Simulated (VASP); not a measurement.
# CoO (Fm-3m) in VASP: further runs

Runs on CoO. Level: LDA. Tasks: single point.

Everything below comes from runs of VASP 6.6.1. Logs are shortened: lines on timing, memory, paths and dates and some standing lists are left out, and cuts for length are marked.

**1. The cell of the first run**

It takes space group Fm-3m (No. 225, cubic). Conventional cell: a = 4.263 Å, b = 4.263 Å, c = 4.263 Å, α = 90.00°, β = 90.00°, γ = 90.00°. Co (site symmetry m-3m) has 6 O at 2.13 Å within 2.8 Å. O (site symmetry m-3m) has 6 Co at 2.13 Å within 2.8 Å.

**2. Single point, LDA, collinear spin, ferromagnetic start**

File INCAR:

```
SYSTEM = CoO
PREC     = Accurate       ! precision mode
ENCUT    = 520            ! plane-wave cutoff, eV
EDIFF    = 1E-6           ! SCF threshold, eV
ISMEAR   = 0              ! smearing method
SIGMA    = 0.05           ! smearing width, eV
LREAL    = .FALSE.        ! projectors in reciprocal space
LASPH    = .TRUE.         ! aspherical terms in the spheres
NELM     = 150            ! most SCF steps
ALGO     = Normal         ! electronic algorithm
ISIF     = 2              ! what is computed and relaxed
LWAVE    = .FALSE.        ! write WAVECAR
LCHARG   = .FALSE.        ! write CHGCAR
ISPIN    = 2              ! spin polarisation
MAGMOM   = 3 0            ! initial moments
LORBIT   = 11             ! projections on sites
LMAXMIX  = 4              ! l up to which the mixer works
NBANDS   = 18             ! bands
```

File KPOINTS:

```
regular mesh
0
G
  12 12 12
  0 0 0
```

File POSCAR:

```
CoO
1.0
    0.0000000000      2.1315000000      2.1315000000
    2.1315000000      0.0000000000      2.1315000000
    2.1315000000      2.1315000000      0.0000000000
Co O
1 1
Direct
    0.0000000000      0.0000000000      0.0000000000
    0.5000000000      0.5000000000      0.5000000000
```

Potentials or basis: VASP PAW LDA potentials, release 64 (Co, O).

Run with:

```bash
$ cat potpaw_LDA.64/Co/POTCAR potpaw_LDA.64/O/POTCAR > POTCAR
$ mpirun -np 1 vasp_std > vasp.out
```

OUTCAR:

```text
SYSTEM = CoO
   PREC = Accurate
   ENCUT = 520
   EDIFF = 1E-6
   ISMEAR = 0
   LREAL = .FALSE.
   LASPH = .TRUE.
   NELM = 150
   ISIF = 2
   ISPIN = 2
   LORBIT = 11

 ion  position               nearest neighbor table
   1  0.000  0.000  0.000-   2 2.13   2 2.13   2 2.13   2 2.13   2 2.13   2 2.13
   2  0.500  0.500  0.500-   1 2.13   1 2.13   1 2.13   1 2.13   1 2.13   1 2.13

  LATTYP: Found a face centered cubic cell.
 ALAT       =     4.2630000000

  Lattice vectors:

 A1 = (   0.0000000000,   2.1315000000,   2.1315000000)
 A2 = (   2.1315000000,   0.0000000000,   2.1315000000)
 A3 = (   2.1315000000,   2.1315000000,   0.0000000000)

Analysis of symmetry for initial positions (statically):
=====================================================================
 Subroutine PRICEL returns:
 Original cell was already a primitive cell.

 Routine SETGRP: Setting up the symmetry group for a
 face centered cubic supercell.

 Subroutine GETGRP returns: Found 48 space group operations
 (whereof 48 operations were pure point group operations)
 out of a pool of 48 trial point group operations.

The static configuration has the point symmetry O_h .

Analysis of symmetry for dynamics (positions and initial velocities):
=====================================================================
 Subroutine PRICEL returns:
 Original cell was already a primitive cell.

 Routine SETGRP: Setting up the symmetry group for a
 face centered cubic supercell.

 Subroutine GETGRP returns: Found 48 space group operations
 (whereof 48 operations were pure point group operations)
 out of a pool of 48 trial point group operations.

The dynamic configuration has the point symmetry O_h .

Analysis of structural, dynamic, and magnetic symmetry:
=====================================================================
 Subroutine PRICEL returns:
 Original cell was already a primitive cell.

 Routine SETGRP: Setting up the symmetry group for a
 face centered cubic supercell.

 Subroutine GETGRP returns: Found 48 space group operations
 (whereof 48 operations were pure point group operations)
 out of a pool of 48 trial point group operations.

The overall configuration has the point symmetry O_h .

 Subroutine INISYM returns: Found 48 space group operations
 (whereof 48 operations are pure point group operations),
 and found     1 'primitive' translations

----------------------------------------------------------------------------------------

                                     Primitive cell

  volume of cell :      19.3681

  direct lattice vectors                    reciprocal lattice vectors
     0.000000000  2.131500000  2.131500000    -0.234576589  0.234576589  0.234576589
     2.131500000  0.000000000  2.131500000     0.234576589 -0.234576589  0.234576589
     2.131500000  2.131500000  0.000000000     0.234576589  0.234576589 -0.234576589

  length of vectors
     3.014396208  3.014396208  3.014396208     0.406298571  0.406298571  0.406298571

  position of ions in fractional coordinates (direct lattice)
     0.000000000  0.000000000  0.000000000
     0.500000000  0.500000000  0.500000000

  ion indices of the primitive-cell ions
   primitive index   ion index
                 1           1
                 2           2

----------------------------------------------------------------------------------------

 KPOINTS: regular mesh

Automatic generation of k-mesh.
 Grid dimensions read from file:
 generate k-points for:   12   12   12

 Generating k-lattice:

  Cartesian coordinates                     Fractional coordinates (reciprocal lattice)
    -0.019548049  0.019548049  0.019548049     0.083333333  0.000000000  0.000000000
     0.019548049 -0.019548049  0.019548049     0.000000000  0.083333333  0.000000000
     0.019548049  0.019548049 -0.019548049     0.000000000  0.000000000  0.083333333

  Length of vectors
     0.033858214  0.033858214  0.033858214

  Shift w.r.t. Gamma in fractional coordinates (k-lattice)
     0.000000000  0.000000000  0.000000000

 Subroutine IBZKPT returns following result:
 ===========================================

 Found     72 irreducible k-points:

 Following reciprocal coordinates:
            Coordinates               Weight
  0.000000  0.000000  0.000000      1.000000
  0.083333  0.000000  0.000000      8.000000
  0.166667  0.000000  0.000000      8.000000
  0.250000  0.000000  0.000000      8.000000
  0.333333  0.000000  0.000000      8.000000
  0.416667  0.000000  0.000000      8.000000
[... 16 lines left out ...]
  0.500000  0.166667  0.000000     24.000000
 -0.416667  0.166667  0.000000     24.000000
 [... further k-points ...]
   k-points           NKPTS =     72   k-points in BZ     NKDIM =     72   number of bands    NBANDS=     18
   number of dos      NEDOS =    301   number of ions     NIONS =      2
   total plane-waves  NPLWV =  13824
   dimension x,y,z NGX =    24 NGY =   24 NGZ =   24
   dimension x,y,z NGXF=    48 NGYF=   48 NGZF=   48
   ions per type =               1   1
   NGX,Y,Z   is equivalent  to a cutoff of  13.24, 13.24, 13.24 a.u.
   NGXF,Y,Z  is equivalent  to a cutoff of  26.47, 26.47, 26.47 a.u.
 SYSTEM =  CoO
   PREC   = accura    normal or accurate (medium, high low for compatibility)
   ISTART =      0    job   : 0-new  1-cont  2-samecut
   ICHARG =      2    charge: 1-file 2-atom 10-const
   ISPIN  =      2    spin polarized calculation?
   LNONCOLLINEAR =      F non collinear calculations
   LSORBIT =      F    spin-orbit coupling
   LASPH  =      T    aspherical Exc in radial PAW
   ENCUT  =  520.0 eV  38.22 Ry    6.18 a.u.   5.60  5.60  5.60*2*pi/ulx,y,z
   NELM   =    150;   NELMIN=  2; NELMDL= -5     # of ELM steps
   EDIFF  = 0.1E-05   stopping-criterion for ELM
   LREAL  =      F    real-space projection
   EDIFFG = 0.1E-04   stopping-criterion for IOM
   NSW    =      0    number of steps for IOM
   IBRION =     -1    ionic relax: 0-MD 1-quasi-New 2-CG
   NFREE  =      0    steps in history (QN), initial steepest desc. (CG)
   ISIF   =      2    stress and relaxation
   ISYM   =      2    0-nonsym 1-usesym 2-fastsym
   POTIM  = 0.5000    time-step for ionic-motion
   TEBEG  =    0.0;   TEEND  =   0.0 temperature during run
   PSTRESS=    0.0 pullay stress
   NELECT =      15.0000    total number of electrons
   NUPDOWN=      -1.0000    fix difference up-down
   EMIN   =  10.00;   EMAX   =-10.00  energy-range for DOS
   EFERMI =   0.00;   METHOD = LEGACY
   ISMEAR =     0;   SIGMA  =   0.05  broadening in eV -4-tet -1-fermi 0-gaus
   EFERMI_NEDOS =   21; number of points for ismear=-14 and -15
   IALGO  =     38    algorithm
   IMIX   =      4    mixing-type and parameters
     AMIX     =   0.40;   BMIX     =  1.00
     AMIX_MAG =   1.60;   BMIX_MAG =  1.00
  volume/ion in A,a.u.               =       9.68        65.35
  Fermi-wavevector in a.u.,A,eV,Ry     =   1.503407  2.841027 30.752334  2.260233
  Thomas-Fermi vector in A             =   2.614521
   LORBIT       =     11    0 simple, 1 ext, 2 COOP (PROOUT), +10 PAW based schemes
   GGA     = CA    functional components
   LHFCALC =     F    Hartree Fock is set to
   AEXX    =    0.0000 exact exchange contribution
   IVDW    =     0    specifies the selected vdW correction
   LEPSILON=     F    determine dielectric tensor
   LRPA    =     F    only Hartree local field effects (RPA)
 spin polarized calculation
 Gauss-broadening in eV      SIGMA  =   0.05
  energy-cutoff  :      520.00
  volume of cell :       19.37
 maximum number of plane-waves:       544
   NGX = 11   NGY = 11   NGZ = 11

 number of electron      15.0000007 magnetization       2.7397837

 Free energy of the ion-electron system (eV)
  ---------------------------------------------------
  ext. energy  EPLUGINS =         0.00000000
  ---------------------------------------------------
  free energy    TOTEN  =       -14.63988252 eV

  energy without entropy =      -14.63432478  energy(sigma->0) =      -14.63710365

 E-fermi :   7.6071     XC(G=0): -12.8749

 val. band max:        7.6035182230   @ k =   0.2500   0.2500   0.0000
 cond. band min:       7.6100164609   @ k =   0.4167   0.2500   0.0000
 fundamental gap:      0.0064982378
 Fermi energy:         7.6070505513

 spin component 1

 k-point     1 :       0.0000    0.0000    0.0000
  band No.  band energies     occupation
      1     -12.4471      1.00000
      2       4.3150      1.00000
      3       4.3150      1.00000
      4       4.3150      1.00000
      5       4.6577      1.00000
      6       4.6577      1.00000
[... 10 lines left out ...]
     17      28.7917      0.00000
     18      32.3340      0.00000

 k-point     2 :       0.0833    0.0000    0.0000
  band No.  band energies     occupation
      1     -12.3733      1.00000
      2       3.6096      1.00000
      3       3.7018      1.00000
      4       3.7018      1.00000
      5       4.7074      1.00000
      6       4.7074      1.00000
[... 10 lines left out ...]
     17      29.7807      0.00000
     18      33.4314      0.00000

 k-point     3 :       0.1667    0.0000    0.0000
  band No.  band energies     occupation
      1     -12.1644      1.00000
      2       2.4600      1.00000
      3       3.0153      1.00000
      4       3.0153      1.00000
      5       4.8404      1.00000
      6       4.8404      1.00000
[... 412 lines left out ...]
 k-point    23 :       0.5000    0.1667    0.0000
  band No.  band energies     occupation
      1     -11.1660      1.00000
      2      -0.1320      1.00000
      3       1.5539      1.00000
      4       1.8813      1.00000
      5       5.1408      1.00000
      6       5.4746      1.00000
[... 10 lines left out ...]
     17      34.2666      0.00000
     18      35.8620      0.00000

 k-point    24 :      -0.4167    0.1667    0.0000
  band No.  band energies     occupation
      1     -11.1337      1.00000
      2      -0.2064      1.00000
      3       1.5682      1.00000
      4       1.7318      1.00000
      5       5.2977      1.00000
      6       5.4143      1.00000
[... 10 lines left out ...]
     17      34.9897      0.00000
     18      36.3143      0.00000

 [... further k-points ...]

 spin component 2

 k-point     1 :       0.0000    0.0000    0.0000
  band No.  band energies     occupation
      1     -11.9652      1.00000
      2       4.8558      1.00000
      3       4.8558      1.00000
      4       4.8558      1.00000
      5       6.5152      1.00000
      6       6.5152      1.00000
[... 10 lines left out ...]
     17      29.5727      0.00000
     18      33.0852      0.00000

 k-point     2 :       0.0833    0.0000    0.0000
  band No.  band energies     occupation
      1     -11.8898      1.00000
      2       4.2609      1.00000
      3       4.5843      1.00000
      4       4.5843      1.00000
      5       6.5988      1.00000
      6       6.5988      1.00000
[... 10 lines left out ...]
     17      30.4948      0.00000
     18      34.1970      0.00000

 k-point     3 :       0.1667    0.0000    0.0000
  band No.  band energies     occupation
      1     -11.6765      1.00000
      2       3.0936      1.00000
      3       4.0459      1.00000
      4       4.0459      1.00000
      5       6.7766      1.00000
      6       6.7766      1.00000
[... 412 lines left out ...]
 k-point    23 :       0.5000    0.1667    0.0000
  band No.  band energies     occupation
      1     -10.6472      1.00000
      2       0.4129      1.00000
      3       2.4812      1.00000
      4       2.9108      1.00000
      5       7.0739      1.00000
      6       7.5490      0.94974
[... 10 lines left out ...]
     17      34.6316      0.00000
     18      36.3520      0.00000

 k-point    24 :      -0.4167    0.1667    0.0000
  band No.  band energies     occupation
      1     -10.6144      1.00000
      2       0.3432      1.00000
      3       2.4523      1.00000
      4       2.7966      1.00000
      5       7.3377      1.00000
      6       7.4517      0.99999
[... 10 lines left out ...]
     17      35.3713      0.00000
     18      36.8323      0.00000

 [... further k-points ...]
[... 5 lines left out ...]
  --------------------------------------------------------------------------------------
  -------------------------------------------------------------------------------------
  Total       -2.5430437     -2.5430437     -2.5430437      0.0000000      0.0000000     -0.0000000
  in kB     -210.3673810   -210.3673810   -210.3673810      0.0000000      0.0000000     -0.0000000
  external PRESSURE =    -210.3673810 kB  Pullay stress =       0.0000000 kB

 VOLUME and BASIS-vectors are now :
 -----------------------------------------------------------------------------
  energy-cutoff  :      520.00
  volume of cell :       19.37
      direct lattice vectors                 reciprocal lattice vectors
     0.000000000  2.131500000  2.131500000    -0.234576589  0.234576589  0.234576589
     2.131500000  0.000000000  2.131500000     0.234576589 -0.234576589  0.234576589
     2.131500000  2.131500000  0.000000000     0.234576589  0.234576589 -0.234576589

 POSITION                                       TOTAL-FORCE (eV/Angst)
 -----------------------------------------------------------------------------------
      0.00000      0.00000      0.00000         0.000000      0.000000     -0.000000
      2.13150      2.13150      2.13150        -0.000000     -0.000000      0.000000
 -----------------------------------------------------------------------------------
    total drift:                                0.000000     -0.000000     -0.000000

  FREE ENERGIE OF THE ION-ELECTRON SYSTEM (eV)
  ---------------------------------------------------
  free  energy   TOTEN  =       -14.6398825187 eV

  energy  without entropy=      -14.6343247756  energy(sigma->0) =      -14.63710365

 total charge

# of ion       s       p       d       tot
------------------------------------------
    1        0.295   0.356   7.186   7.837
    2        1.546   3.377   0.000   4.924
--------------------------------------------------
tot          1.841   3.734   7.186  12.760

 magnetization (x)

# of ion       s       p       d       tot
------------------------------------------
    1        0.019   0.017   2.356   2.392
    2        0.028   0.261   0.000   0.289
--------------------------------------------------
tot          0.047   0.278   2.356   2.681
```

It took 50 s on 1 thread of Intel Xeon Platinum 8259CL at 2.50GHz (Skylake/Cascade Lake), shared host; peak memory 0.16 GiB.

Results:

```
Free energy                                           : -14.6399 eV
Pressure                                              : -21.0 GPa
Net moment                                            : 2.74 μB per cell
Site moments                                          : Co +2.39; O +0.29 μB
Valence electrons inside the program's atomic spheres : Co 7.84; O 4.92
```

Caveat: a cell with one magnetic atom can't hold antiferromagnetic order, which such compounds often take; semilocal functionals often make such compounds metallic where correlation or magnetic order opens a gap, which also shifts bond lengths.

**3. Single point, LDA, collinear spin, ferromagnetic start**

File INCAR:

```
PREC = Accurate
ENCUT = 520
EDIFF = 1E-7
ISMEAR = 0
SIGMA = 0.05
LREAL = False
LASPH = True
NELM = 150
ALGO = Normal
ISIF = 2
LWAVE = False
LCHARG = True
ISPIN = 2
MAGMOM = 2.45 0.35
LORBIT = 11
LMAXMIX = 4
LELF = True
LVHAR = True
NELECT = 15.5
NBANDS = 18
```

File KPOINTS:

```
regular mesh
0
Gamma
  12 12 12
```

POSCAR is that of step 2.

Potentials or basis: VASP PAW LDA potentials, release 64 (Co, O).

Run with:

```bash
$ cat potpaw_LDA.64/Co/POTCAR potpaw_LDA.64/O/POTCAR > POTCAR
$ mpirun -np 1 vasp_std > vasp.out
```

Run time: 50 s. Hardware: 1 thread of Intel Xeon Platinum 8259CL at 2.50GHz (Skylake/Cascade Lake), shared host; peak memory 0.16 GiB.

Results (log left out):

```
Free energy                                           : -10.6049 eV
Net moment                                            : 2.36 μB per cell
Site moments                                          : Co +2.09; O +0.23 μB
Valence electrons inside the program's atomic spheres : Co 8.16; O 5.01
```

Levels at points of the mesh, in eV from the Fermi level:
Spin up:
```tsv
k point	band 5	band 6	band 7	band 8	band 9	band 10	band 11	band 12	band 13	band 14
(0.00, 0.00, 0.00)	-2.78	-2.78	-2.78	-2.78	-2.78	-0.07	15.20	17.05	17.05	17.05
(0.50, 0.00, 0.00)	-1.87	-1.87	-1.49	0.17	0.17	3.75	8.31	12.17	12.17	19.34
(0.50, 0.50, 0.00)	-3.89	-2.36	-1.84	-1.54	-1.54	4.82	8.56	10.78	14.53	14.53
```
Spin down:
```tsv
k point	band 5	band 6	band 7	band 8	band 9	band 10
(0.00, 0.00, 0.00)	-1.32	-1.32	-1.32	-0.51	-0.51	0.34
(0.50, 0.00, 0.00)	-0.21	-0.21	0.00	2.12	2.12	4.02
(0.50, 0.50, 0.00)	-2.67	0.02	0.12	0.12	0.50	5.43
```

Caveat: the cell carries a net charge on a neutralising background, which shifts energy and pressure; the cell is charged against a uniform background, so pressure and absolute levels hang on convention; a cell with one magnetic atom can't hold antiferromagnetic order, which such compounds often take; semilocal functionals often make such compounds metallic where correlation or magnetic order opens a gap, which also shifts bond lengths.
